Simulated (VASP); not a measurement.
A run of VASP 6.6.1 is set up as follows.

File POSCAR:

```
InP
1.0
    0.0000000000      2.9828140722      2.9828140722
    2.9828140722      0.0000000000      2.9828140722
    2.9828140722      2.9828140722      0.0000000000
In P
1 1
Direct
    0.0000000000      0.0000000000      0.0000000000
    0.2500000000      0.2500000000      0.2500000000
```

File INCAR.step1:

```
SYSTEM = InP
ALGO = Normal ; EDIFF = 1E-4
ENCUT = 520 ; GGA = PE
ISMEAR = 0 ; LASPH = .TRUE.
LCHARG = .FALSE. ; LREAL = .FALSE.
LWAVE = .TRUE. ; NBANDS = 16
NELM = 60 ; PREC = Accurate
SIGMA = 0.02
```

Contents of INCAR.step2:

```
SYSTEM = InP
ALGO = Normal ; EDIFF = 1E-6
ENCUT = 520 ; ISIF = 2
ISMEAR = 0 ; ISTART = 1
LASPH = .TRUE. ; LCHARG = .FALSE.
LMIXTAU = .TRUE. ; LREAL = .FALSE.
LWAVE = .FALSE. ; METAGGA = R2SCAN
NBANDS = 16 ; NELM = 60
PREC = Accurate ; SIGMA = 0.02
```

File KPOINTS:

```
k-points
0
G
  8 8 8
  0 0 0
```

Potentials or basis: VASP PAW PBE potentials, release 64 (In_d, P).

Run with:

```sh
$ cat potpaw_PBE.64/In_d/POTCAR potpaw_PBE.64/P/POTCAR > POTCAR
$ cp INCAR.step1 INCAR
$ mpirun -np 1 vasp_std > vasp.out
$ cp INCAR.step2 INCAR
$ mpirun -np 1 vasp_std > vasp.out
```

Task: Predict the pressure.

Result: -2.0 GPa.

Task: What does it give for the band gap on the k mesh?

Result: 0.86 eV, direct.

Caveat: the PAW data sets were made with another functional, which shifts forces and pressure a little; spin-orbit coupling is left out, which moves the levels of the heavy elements.
